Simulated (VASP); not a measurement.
Runs of VASP 6.6.1 on Al2O3. The structure is that of space group R-3c (No. 167), or close to it. The cells are those of the table. 

```csv
level,cell,smearing,gap on the mesh (eV),pressure (GPa),largest force (eV/Å)
PBE,"a = 5.126 Å, angles 56.5°, 10 atoms",fermi-dirac 0.02 eV,(c),-0.3,0.05
r2SCAN,"a = 5.126 Å, angles 56.5°, 10 atoms",gaussian 0.01 eV,6.52,-8.1,0.02
r2SCAN,"a = 5.125 Å, angles 57.1°, 10 atoms",gaussian 0.01 eV,(a),-11.5,0.02
r2SCAN,"a = 5.136 Å, angles 54.0°, 10 atoms",gaussian 0.01 eV,(b),8.2,0.02
PBE,"a = 5.125 Å, angles 57.1°, 10 atoms",fermi-dirac 0.02 eV,5.32,-3.7,0.05
```

Alike in all rows: task single point; potentials or basis VASP PAW PBE potentials, release 64 (Al, O); no spin polarisation; k mesh 6 × 6 × 6; cutoff (eV) 520.

Task: Fill in the values left out.

Result: (a) 6.20; (b) 7.56; (c) 5.62.

Caveats: the PAW data sets were made with another functional, which shifts forces and pressure a little (some runs).

A k mesh can miss the band edges.
